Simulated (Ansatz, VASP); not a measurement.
Two plane-wave programs on Sn2SeS3

```xyz
6
Lattice="3.8511 0.0000 0.0000 0.0000 3.8511 0.0000 0.0000 0.0000 9.0728" Properties=species:S:1:pos:R:3 pbc="T T T"
Sn    1.9255    0.0000    6.2309
Sn    0.0000    1.9255    2.8420
Se    1.9255    1.9255    0.0000
S     1.9255    0.0000    3.4487
S     0.0000    1.9255    5.6242
S     0.0000    0.0000    0.0000
```

Change from the starting cell: species swapped into the Zr2Sb3Pd type (P-4m2, No. 115).

Alike in both runs: task relaxation of cell and atoms; functional PBE; k mesh 10 × 10 × 4; occupations gaussian, width 0.1 eV; no spin polarisation.

|  | VASP | Ansatz |
| --- | --- | --- |
| version | VASP 6.6.1 | Ansatz 0.2.0 |
| potentials or method | VASP PAW PBE potentials, release 64 (Sn_d, Se, S), cutoff 600 eV | scalar-relativistic, plane waves, PAW |
| valence electrons in the cell | 52 | 62 |

|  | VASP | Ansatz | Ansatz less VASP |
| --- | --- | --- | --- |
| gap on the k mesh at the Fermi level, each at its own relaxed structure (eV) | none | none | - |
| relaxed volume (Å³/atom) | 22.26 | 22.25 | -0.013 |
| relaxed length of the cell vector where the two differ most in proportion (Å) | 9.031 | 9.027 | -0.0038 |

A gap of «none» marks a metal or a gap that the smearing closes. VASP's potentials hold 52 valence electrons a cell and Ansatz's 62, so a difference there can come from the potentials and not from the codes.
